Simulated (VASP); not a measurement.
# B2W (P6/mmm) in VASP: a series of runs, part 3 of 3

VASP 6.6.1. Earlier steps stand in the parts before.

### 5 Electric field gradients, LDA (7.95 Å³/atom)

This run uses another cell than the first one, of 7.95 Å³/atom.

INCAR

```
  PREC = Accurate
  ENCUT = 520
  EDIFF = 1E-8
  ISMEAR = -1
  SIGMA = 0.05
  LREAL = F
  LASPH = T
  NELM = 80
  ALGO = Normal
  ISIF = 2
  LWAVE = F
  LCHARG = F
  GGA = CA
  LEFG = T
  NBANDS = 17
```

KPOINTS

```
regular mesh
0
Gamma
  14 14 12
```

POSCAR

```
B2W
1.0
    3.0099010059      0.0000000000      0.0000000000
   -1.5049505030      2.6066507339      0.0000000000
    0.0000000000      0.0000000000      3.0397992549
B W
2 1
Direct
    0.3333333333      0.6666666667      0.5000000000
    0.6666666667      0.3333333333      0.5000000000
    0.0000000000      0.0000000000      0.0000000000
```

Potentials or basis: VASP PAW LDA potentials, release 64 (B, W_sv).

Command:

```console
$ cat potpaw_LDA.64/B/POTCAR potpaw_LDA.64/W_sv/POTCAR > POTCAR
$ mpirun -np 1 vasp_std > vasp.out
```

OUTCAR:

```text
PREC = Accurate
   ENCUT = 520
   EDIFF = 1E-8
   ISMEAR = -1
   LREAL = F
   LASPH = T
   NELM = 80
   ISIF = 2
   GGA = CA

 ion  position               nearest neighbor table
   1  0.333  0.667  0.500-   2 1.74   2 1.74   2 1.74   3 2.31   3 2.31   3 2.31   3 2.31   3 2.31
                             3 2.31
   2  0.667  0.333  0.500-   1 1.74   1 1.74   1 1.74   3 2.31   3 2.31   3 2.31   3 2.31   3 2.31
                             3 2.31
   3  0.000  0.000  0.000-   1 2.31   2 2.31   1 2.31   2 2.31   1 2.31   1 2.31   2 2.31   2 2.31
                             2 2.31   2 2.31   1 2.31   1 2.31

  LATTYP: Found a hexagonal cell.
 ALAT       =     3.0099010059
 C/A-ratio  =     1.0099332998

  Lattice vectors:

 A1 = (   3.0099010059,   0.0000000000,   0.0000000000)
 A2 = (  -1.5049505030,   2.6066507339,   0.0000000000)
 A3 = (   0.0000000000,   0.0000000000,   3.0397992549)

Analysis of symmetry for initial positions (statically):
=====================================================================
 Subroutine PRICEL returns:
 Original cell was already a primitive cell.

 Routine SETGRP: Setting up the symmetry group for a
 hexagonal supercell.

 Subroutine GETGRP returns: Found 24 space group operations
 (whereof 24 operations were pure point group operations)
 out of a pool of 24 trial point group operations.

The static configuration has the point symmetry D_6h.

Analysis of symmetry for dynamics (positions and initial velocities):
=====================================================================
 Subroutine PRICEL returns:
 Original cell was already a primitive cell.

 Routine SETGRP: Setting up the symmetry group for a
 hexagonal supercell.

 Subroutine GETGRP returns: Found 24 space group operations
 (whereof 24 operations were pure point group operations)
 out of a pool of 24 trial point group operations.

The dynamic configuration has the point symmetry D_6h.

 Subroutine INISYM returns: Found 24 space group operations
 (whereof 24 operations are pure point group operations),
 and found     1 'primitive' translations

----------------------------------------------------------------------------------------

                                     Primitive cell

  volume of cell :      23.8495

  direct lattice vectors                    reciprocal lattice vectors
     3.009901006  0.000000000  0.000000000     0.332236840  0.191817029  0.000000000
    -1.504950503  2.606650734  0.000000000     0.000000000  0.383634058  0.000000000
     0.000000000  0.000000000  3.039799255     0.000000000  0.000000000  0.328969092

  length of vectors
     3.009901006  3.009901006  3.039799255     0.383634058  0.383634058  0.328969092

  position of ions in fractional coordinates (direct lattice)
     0.333333333  0.666666667  0.500000000
     0.666666667  0.333333333  0.500000000
     0.000000000  0.000000000  0.000000000

  ion indices of the primitive-cell ions
   primitive index   ion index
                 1           1
                 2           2
                 3           3

[... 85 lines left out ...]
   EFERMI =   0.00;   METHOD = LEGACY
   ISMEAR =    -1;   SIGMA  =   0.05  broadening in eV -4-tet -1-fermi 0-gaus
   EFERMI_NEDOS =   21; number of points for ismear=-14 and -15
   IALGO  =     38    algorithm
   IMIX   =      4    mixing-type and parameters
     AMIX     =   0.40;   BMIX     =  1.00
     AMIX_MAG =   1.60;   BMIX_MAG =  1.00
  volume/ion in A,a.u.               =       7.95        53.65
  Fermi-wavevector in a.u.,A,eV,Ry     =   1.543802  2.917362 32.427087  2.383324
  Thomas-Fermi vector in A             =   2.649413
   LORBIT       =      0    0 simple, 1 ext, 2 COOP (PROOUT), +10 PAW based schemes
   GGA     = CA    functional components
   LHFCALC =     F    Hartree Fock is set to
   AEXX    =    0.0000 exact exchange contribution
   IVDW    =     0    specifies the selected vdW correction
   LEPSILON=     F    determine dielectric tensor
   LRPA    =     F    only Hartree local field effects (RPA)
 non-spin polarized calculation
  energy-cutoff  :      520.00
  volume of cell :       23.85
 maximum number of plane-waves:       660
 NGX is ok and might be reduce to    24
   NGX = 11   NGY = 11   NGZ = 11

 number of electron      19.9999996 magnetization

 Free energy of the ion-electron system (eV)
  ---------------------------------------------------
  ext. energy  EPLUGINS =         0.00000000
  ---------------------------------------------------
  free energy    TOTEN  =       -29.22731054 eV

  energy without entropy =      -29.21620217  energy(sigma->0) =      -29.22175635

 E-fermi :  13.8109     XC(G=0): -14.2102

 val. band max:       13.8032413015   @ k =   0.2143   0.2143   0.0833
 cond. band min:      13.8264197869   @ k =   0.0714   0.0714   0.3333
 fundamental gap:      0.0231784854
 Fermi energy:        13.8109289353

 k-point     1 :       0.0000    0.0000    0.0000
  band No.  band energies     occupation
      1     -60.9017      2.00000
      2     -25.5229      2.00000
      3     -25.2360      2.00000
      4     -25.2360      2.00000
      5      -2.8845      2.00000
      6       7.4597      2.00000
[... 457 lines left out ...]
      4     -25.4103      2.00000
      5       2.5369      2.00000
      6       3.0055      2.00000
[... 9 lines left out ...]
     16      24.3632      0.00000
     17      25.5641      0.00000

 [... further k-points ...]

------------------------ aborting loop because EDIFF is reached ----------------------------------------

  FORCE on cell =-STRESS in cart. coord.  units (eV):
  Direction    XX          YY          ZZ          XY          YZ          ZX
  --------------------------------------------------------------------------------------
  -------------------------------------------------------------------------------------
  Total        3.4674261      3.4674261      6.0056814     -0.0000000      0.0000000      0.0000000
  in kB      232.9366535    232.9366535    403.4529646     -0.0000000      0.0000000      0.0000000
  external PRESSURE =     289.7754239 kB  Pullay stress =       0.0000000 kB

 VOLUME and BASIS-vectors are now :
 -----------------------------------------------------------------------------
  energy-cutoff  :      520.00
  volume of cell :       23.85
      direct lattice vectors                 reciprocal lattice vectors
     3.009901006  0.000000000  0.000000000     0.332236840  0.191817029  0.000000000
    -1.504950503  2.606650734  0.000000000     0.000000000  0.383634058  0.000000000
     0.000000000  0.000000000  3.039799255     0.000000000  0.000000000  0.328969092

 POSITION                                       TOTAL-FORCE (eV/Angst)
 -----------------------------------------------------------------------------------
     -0.00000      1.73777      1.51990         0.000000     -0.000000      0.000000
      1.50495      0.86888      1.51990        -0.000000      0.000000     -0.000000
      0.00000      0.00000      0.00000         0.000000     -0.000000      0.000000
 -----------------------------------------------------------------------------------
    total drift:                               -0.000000      0.000000      0.000000

  FREE ENERGIE OF THE ION-ELECTRON SYSTEM (eV)
  ---------------------------------------------------
  free  energy   TOTEN  =       -29.2273105359 eV

  energy  without entropy=      -29.2162021663  energy(sigma->0) =      -29.22175635

 Electric field gradients (V/A^2)
---------------------------------------------------------------------
 ion       V_xx      V_yy      V_zz      V_xy      V_xz      V_yz
---------------------------------------------------------------------
   1      -1.028    -1.028     2.056    -0.000     0.000    -0.000
   2      -1.028    -1.028     2.056    -0.000     0.000     0.000
   3      -7.699    -7.699    15.398     0.000    -0.000    -0.000
---------------------------------------------------------------------

 Electric field gradients after diagonalization (V/A^2)
 (convention: |V_zz| > |V_xx| > |V_yy|)
----------------------------------------------------------------------
 ion       V_xx      V_yy      V_zz     asymmetry (V_yy - V_xx)/ V_zz
----------------------------------------------------------------------
   1      -1.028    -1.028     2.056       0.000
   2      -1.028    -1.028     2.056       0.000
   3      -7.699    -7.699    15.398       0.000
----------------------------------------------------------------------

           NMR quadrupolar parameters

 Cq : quadrupolar parameter    Cq=e*Q*V_zz/h
 eta: asymmetry parameters     (V_yy - V_xx)/ V_zz
 Q  : nuclear electric quadrupole moment in mb (millibarn)
----------------------------------------------------------------------
 ion       Cq(MHz)       eta       Q (mb)
----------------------------------------------------------------------
   1       0.005       0.000       1.000
   2       0.005       0.000       1.000
   3       0.037       0.000       1.000
----------------------------------------------------------------------
```

OSZICAR:

```text
N       E                     dE             d eps       ncg     rms          rms(c)
DAV:   1     0.118769215961E+03    0.11877E+03   -0.10429E+04  5712   0.128E+03
DAV:   2    -0.290969063102E+02   -0.14787E+03   -0.14408E+03  6536   0.348E+02
DAV:   3    -0.328682229150E+02   -0.37713E+01   -0.37212E+01  6845   0.515E+01
DAV:   4    -0.328888768714E+02   -0.20654E-01   -0.20533E-01  6819   0.393E+00
DAV:   5    -0.328889843330E+02   -0.10746E-03   -0.10746E-03  6839   0.292E-01    0.376E+01
DAV:   6    -0.292798246142E+02    0.36092E+01   -0.13687E+01  6494   0.269E+01    0.105E+01
DAV:   7    -0.292472436967E+02    0.32581E-01   -0.29642E-01  6039   0.461E+00    0.660E+00
DAV:   8    -0.292280253506E+02    0.19218E-01   -0.14688E-02  7025   0.134E+00    0.496E-01
DAV:   9    -0.292273300815E+02    0.69527E-03   -0.11315E-03  6470   0.348E-01    0.948E-02
DAV:  10    -0.292273099428E+02    0.20139E-04   -0.77069E-05  6807   0.724E-02    0.111E-02
DAV:  11    -0.292273103775E+02   -0.43473E-06   -0.22302E-06  6282   0.141E-02    0.578E-03
DAV:  12    -0.292273105459E+02   -0.16839E-06   -0.56004E-07  6813   0.557E-03    0.205E-03
DAV:  13    -0.292273105359E+02    0.99521E-08   -0.32762E-08  6305   0.123E-03
   1 F= -.29227311E+02 E0= -.29221756E+02  d E =-.111084E-01
```

stdout:

```text
POSCAR found type information on POSCAR B W
 POSCAR found :  2 types and       3 ions
 scaLAPACK will be used
 LDA part: xc-table for (Slater(with rela. corr.)+CA(PZ))
 , standard interpolation
 POSCAR, INCAR and KPOINTS ok, starting setup
 FFT: planning ... GRIDC
 FFT: planning ... GRID_SOFT
 FFT: planning ... GRID
 WAVECAR not read
 entering main loop
ion   1

ion   2

ion   3
```

It took 63 s on 1 thread of Intel Xeon 8259CL, shared host; peak memory 0.18 GiB.

Results:

```
Free energy                             : -29.2273 eV
Pressure                                : 29.0 GPa
Band gap on the k mesh                  : zero (bands 10 and 11 overlap by 4.83 eV)
Largest electric field gradient by atom : B +2.1; W +15.4 V/Å²
```

Electric field gradients, principal values (V/Å²):
```csv
atom,least,middle,greatest (by size)
1 B,-1.028,-1.028,2.056
2 B,-1.028,-1.028,2.056
3 W,-7.699,-7.699,15.398
```

Caveat: the cell stands under pressure; without QUAD_EFG the Cq values of the log hold for a quadrupole moment of 1 mb, not for the nuclei; spin-orbit coupling is left out, which moves the levels of the heavy elements.
